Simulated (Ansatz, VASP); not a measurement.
# Two plane-wave programs on MgO

```
CELL_PARAMETERS angstrom
5.29872 0.00000 0.00000
0.00000 5.29872 0.00000
0.00000 0.00000 3.60690
ATOMIC_POSITIONS crystal
Mg 0.50000 0.50000 0.00000
O 0.50000 0.50000 0.50000
```

Alike in both runs: functional PBE; k mesh 6 × 6 × 8; occupations gaussian, width 0.02 eV; no spin polarisation.

Ansatz relaxed the structure, and its values are those at the end. VASP's run is a single point on that final structure, the one shown.

```csv
,VASP,Ansatz
version,VASP 6.6.1,Ansatz 0.2.0
potentials or method,"VASP PAW PBE potentials, release 64 (Mg, O), cutoff 520 eV","scalar-relativistic, plane waves, PAW"
valence electrons in the cell,8,16
```

|  | VASP | Ansatz | Ansatz less VASP |
| --- | --- | --- | --- |
| gap on the k mesh at the Fermi level (eV) | 2.36 | 2.37 | +0.006 |
| least direct gap on the mesh (eV) | 2.61 | 2.61 | +0.007 |
| pressure (GPa) | 0.0 | 0.0 | 0.00 |

VASP's potentials hold 8 valence electrons a cell and Ansatz's 16, so a difference there can come from the potentials and not from the codes. Ansatz's warnings: xc potential rough in thin density.
